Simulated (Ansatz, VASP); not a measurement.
One calculation of GdO, two programs

Contents of INCAR:

```
ALGO     = Normal         # electronic algorithm
EDIFF    = 1E-6           # SCF threshold, eV
ENCUT    = 520            # plane-wave cutoff, eV
GGA      = PE             # functional
ISIF     = 2              # what is computed and relaxed
ISMEAR   = -1             # smearing method
ISPIN    = 2              # spin polarisation
LASPH    = T              # aspherical terms in the spheres
LCHARG   = F              # write CHGCAR
LMAXMIX  = 6              # l up to which the mixer works
LORBIT   = 11             # projections on sites
LREAL    = F              # projectors in reciprocal space
LWAVE    = F              # write WAVECAR
MAGMOM   = 7 0            # initial moments
NBANDS   = 23             # bands
NELM     = 150            # most SCF steps
PREC     = Accurate       # precision mode
SIGMA    = 0.05           # smearing width, eV
```

File KPOINTS:

```
k-points
0
Gamma
  7 7 7
```

File POSCAR:

```
GdO
1.0
    0.0000000000      2.5920000000      2.7000000000
    2.5920000000      0.0000000000      2.7000000000
    2.5920000000      2.5920000000      0.0000000000
Gd O
1 1
Direct
    0.0000000000      0.0000000000      0.0000000000
    0.2500000000      0.2500000000      0.2500000000
```

The input input.yaml:

```yaml
crystal:
  lattice:
    - [0.0, 2.592, 2.7]
    - [2.592, 0.0, 2.7]
    - [2.592, 2.592, 0.0]
  atoms:
    - { symbol: Gd, position: [0.0, 0.0, 0.0], spin: 7.0 }
    - { symbol: O, position: [0.25, 0.25, 0.25] }
hamiltonian:
  xc: pbe
  pseudopotentials: { kind: paw }
magnetization:
  spin_polarized: true
kpoints:
  mp_grid: { grid: [7, 7, 7] }
  band_path:
    path:
      - [[0.0, 0.0, 0.0], [-0.5, 0.0, -0.5], [-0.5, -0.2304, -0.7304], [-0.3652, -0.3652, -0.7304], [0.0, 0.0, 0.0], [0.5, 0.5, 0.0], [0.3652, 0.3652, -0.2696], [0.0, 0.0, -0.5], [-0.25, 0.25, -0.5], [0.2304, 0.5, -0.2696], [0.5, 0.5, 0.0]]
      - [[-0.5, 0.0, -0.5], [-0.25, 0.25, -0.5]]
    npoints: 14
scf:
  occupations: { method: fermi_dirac, width: 0.05 }
  n_extra_bands: 6
output:
  forces: true
  stress: true
  eigenvalues: true
  fatbands: true
  write_density: true
  write_potential: true
  elf: true
  volumetric_format: npy
```

Alike in both runs: functional PBE; k mesh 7 × 7 × 7; occupations fermi-dirac, width 0.05 eV; collinear spin.

|  | VASP | Ansatz |
| --- | --- | --- |
| version | VASP 6.6.1 | Ansatz 0.2.0 |
| potentials or method | VASP PAW PBE potentials, release 64 (Gd, O) | Ansatz PAW |
| plane-wave cutoff (eV) | 520 | 420 |
| valence electrons in the cell | 24 | 24 |
| task | single point | band structure |

```csv
,VASP,Ansatz,Ansatz less VASP
gap on the k mesh at the Fermi level (eV),none,none,-
pressure (GPa),8.6,8.3,-0.33
"traceless stress, the component that is largest in VASP (GPa)",-1.72,-1.72,-0.003
net moment per atom (μB),3.79,3.77,-0.012
size of the moment on the site where the two differ most (μB),6.88,6.80,-0.082
```

Site moments also hang on the region over which each program counts them. A gap of «none» marks a metal or a gap that the smearing closes.

Neither program's run includes spin-orbit coupling.
